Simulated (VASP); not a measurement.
Write the native input for VASP 6.6.1 that does the following.

- Task: relaxation of cell and atoms
- Functional: BLYP
- Dispersion: D3(BJ)
- Potentials or basis: VASP PAW PBE potentials, release 64 (Fe, Ge_d)
- Cutoff: 600 eV
- k mesh: 7 × 7 × 5
- Occupations: fermi-dirac, width 0.15 eV
- Spin: collinear spin, ferromagnetic start
- Starting moments: [3.5, 3.5, 3.5, 3.5, 0.0, 0.0] μB
- Dipole correction: no
- Further INCAR settings: ALGO = Normal; EDIFF = 1e-06; IBRION = 2; EDIFFG = -0.05; NSW = 60; ISIF = 3

The structure of Fe2Ge lies in POSCAR:

```
Fe2Ge
1.0
    4.1328680000      0.0000000000      0.0000000000
   -2.0664340000      3.5791690000      0.0000000000
    0.0000000000      0.0000000000      5.0087520000
Fe Ge
4 2
Direct
    0.0000000000      0.0000000000      0.0000000000
    0.0000000000      0.0000000000      0.5000000000
    0.6666666667      0.3333333333      0.7500000000
    0.3333333333      0.6666666667      0.2500000000
    0.6666666667      0.3333333333      0.2500000000
    0.3333333333      0.6666666667      0.7500000000
```

These files were run (other wordings do the same):

INCAR

```
SYSTEM = Fe2Ge
AGGAC = 1.0
AGGAX = 1.0
ALDAC = 0.0
ALDAX = 1.0
ALGO = Normal
EDIFF = 1E-6
EDIFFG = -0.05
ENCUT = 600
GGA = B5
IBRION = 2
ISIF = 3
ISMEAR = -1
ISPIN = 2
IVDW = 12
LASPH = .TRUE.
LCHARG = .FALSE.
LMAXMIX = 4
LORBIT = 11
LREAL = .FALSE.
LWAVE = .FALSE.
MAGMOM = 3.5 3.5 3.5 3.5 0 0
NELM = 150
NSW = 60
PREC = Accurate
SIGMA = 0.15
VDW_A1 = 0.4298
VDW_A2 = 4.2359
VDW_S6 = 1.0
VDW_S8 = 2.6996
```

KPOINTS

```
k-points
0
G
  7 7 5
  0 0 0
```

Potentials or basis: VASP PAW PBE potentials, release 64 (Fe, Ge_d).

The run is started by

```console
$ cat potpaw_PBE.64/Fe/POTCAR potpaw_PBE.64/Ge_d/POTCAR > POTCAR
$ mpirun -np 1 vasp_std > vasp.out
```

It gave:

| Quantity | Value |
| --- | --- |
| Relaxed volume | 11.98 Å³/atom |
| Relaxed cell | a = 4.090 Å, b = 4.090 Å, c = 4.963 Å, α = 90.00°, β = 90.00°, γ = 120.00° |
| Space group after relaxing (to 0.1 Å) | P6_3/mmc (No. 194) |
| Energy gained by relaxing | 5.3 meV/atom |
| Ionic steps | 3 |
| Pressure after relaxing | -0.1 GPa |
| Net moment | 6.93 μB per cell |
| Site moments | Fe +2.22, +1.32 (each value once); Ge -0.08 μB |
| Valence electrons inside the program's atomic spheres | Fe 7.22, 7.49 (each value once); Ge 12.58 |
| Dispersion energy per atom | -0.932 eV |

Caveat: the PAW data sets were made with another functional, which shifts forces and pressure a little.

Run time: 4.8 min on 1 thread of Intel(R) Xeon(R) 6975P-C (Granite Rapids), with other jobs on the host, peak memory 0.36 GiB.
